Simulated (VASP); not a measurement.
Wanted: the native input for a VASP 6.6.1 run.

| Property | Result |
| --- | --- |
| Task | single point |
| Functional | PBE |
| Potentials or basis | VASP PAW PBE potentials, release 64 (Cd, In_d, O) |
| Cutoff | 520 eV |
| k mesh | 4 × 4 × 4 |
| Occupations | gaussian, width 0.1 eV |
| Spin | no spin polarisation |
| Dipole correction | no |
| Further INCAR settings | ALGO = Normal; EDIFF = 1e-06; NBANDS = 36 |

The structure of Cd3InO lies in POSCAR:

```
Cd3InO
1.0
    4.2077370978      0.0000000000      0.0000000000
    0.0000000000      4.2077370978      0.0000000000
    0.0000000000      0.0000000000      8.3710259127
Cd In O
3 1 1
Direct
    0.0000000000      0.0000000000      0.7619357388
    0.5000000000      0.0000000000      0.3540408741
    0.0000000000      0.5000000000      0.3540408741
    0.0000000000      0.0000000000      0.0976721313
    0.0000000000      0.0000000000      0.5113779317
```

The cell was built from a structure type or drawn by symmetry, and may not be a known phase.

These files were run (other wordings do the same):

INCAR

```
SYSTEM = Cd3InO
PREC = Accurate
ENCUT = 520
EDIFF = 1E-6
ISMEAR = 0
SIGMA = 0.1
LREAL = .False.
LASPH = .True.
NELM = 60
ALGO = Normal
ISIF = 2
LWAVE = .False.
LCHARG = .False.
GGA = PE
NBANDS = 36
```

KPOINTS

```
regular mesh
0
Gamma
  4 4 4
  0 0 0
```

Potentials or basis: VASP PAW PBE potentials, release 64 (Cd, In_d, O).

The run is started by

```sh
$ cat potpaw_PBE.64/Cd/POTCAR potpaw_PBE.64/In_d/POTCAR potpaw_PBE.64/O/POTCAR > POTCAR
$ mpirun -np 1 vasp_std > vasp.out
```

Results of the run:

| Item | Value |
| --- | --- |
| Pressure | 0.3 GPa |
| Largest force | 0.156 eV/Å |
| Band gap on the k mesh | zero (an odd number of electrons rules out a gap without spin polarisation) |

Caveat: the k points lie up to 0.37 Å⁻¹ apart, too coarse for converged energies and pressures of a metal; spin-orbit coupling is left out, which moves the levels of the heavy elements; an odd number of electrons without spin polarisation forces a metal; a magnetic or distorted state may lie lower.

Run time: 43 s on 1 thread of Intel(R) Xeon(R) 6975P-C (Granite Rapids) (shared host), peak memory 0.28 GiB.
